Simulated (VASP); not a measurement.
Crystal: Mg3Sb2.

```
Mg Sb
1.0
     4.58200    0.00000    0.00000
    -2.29100    3.96813    0.00000
     0.00000    0.00000    7.24400
Mg Sb
3 2
Direct
  0.33333 0.66667 0.63000
  0.66667 0.33333 0.37000
  0.00000 0.00000 0.00000
  0.33333 0.66667 0.23500
  0.66667 0.33333 0.76500
```

- Program: VASP 6.6.1
- Task: relaxation of cell and atoms
- Functional: PBE
- Potentials or basis: VASP PAW PBE potentials, release 64 (Mg, Sb)
- Cutoff: 600 eV
- k mesh: 6 × 6 × 4
- Occupations: fermi-dirac, width 0.02 eV
- Spin: no spin polarisation

At the start: pressure 1.0 GPa; volume 26.34 Å³/atom.

Problem. Where does the relaxation end?

Solution. Over 9 steps the energy falls by 7.9 meV/atom and the volume is 26.60 Å³/atom (+1.0 %); space group P-3m1 (No. 164, to 0.1 Å) before and after.

Step by step:
| step | energy change (eV) | largest force (eV/Å) | pressure (GPa) | volume (Å³) |
| --- | --- | --- | --- | --- |
| 1 | 0.0000 | 0.4947 | 0.96 | 131.71 |
| 2 | -0.0262 | 0.2438 | -0.25 | 134.73 |
| 3 | -0.0271 | 0.1934 | -0.50 | 135.41 |
| 4 | -0.0345 | 0.1244 | -0.25 | 134.32 |
| 5 | -0.0381 | 0.0286 | 0.12 | 132.85 |
| 6 | -0.0393 | 0.0113 | 0.01 | 133.07 |
| 7 | -0.0393 | 0.0135 | -0.03 | 133.15 |
| 8 | -0.0393 | 0.0126 | -0.03 | 133.14 |
| 9 | -0.0394 | 0.0035 | 0.02 | 133.01 |

Final structure:
```yaml
crystal:
  lattice:
    - [4.59855, 0.00000, 0.00000]
    - [-2.29927, 3.98246, 0.00000]
    - [0.00000, 0.00000, 7.26291]
  atoms:
    - { symbol: Mg, position: [0.33333, 0.66667, 0.63231] }
    - { symbol: Mg, position: [0.66667, 0.33333, 0.36768] }
    - { symbol: Mg, position: [0.00000, 0.00000, 0.00000] }
    - { symbol: Sb, position: [0.33333, 0.66667, 0.22527] }
    - { symbol: Sb, position: [0.66667, 0.33333, 0.77473] }
```
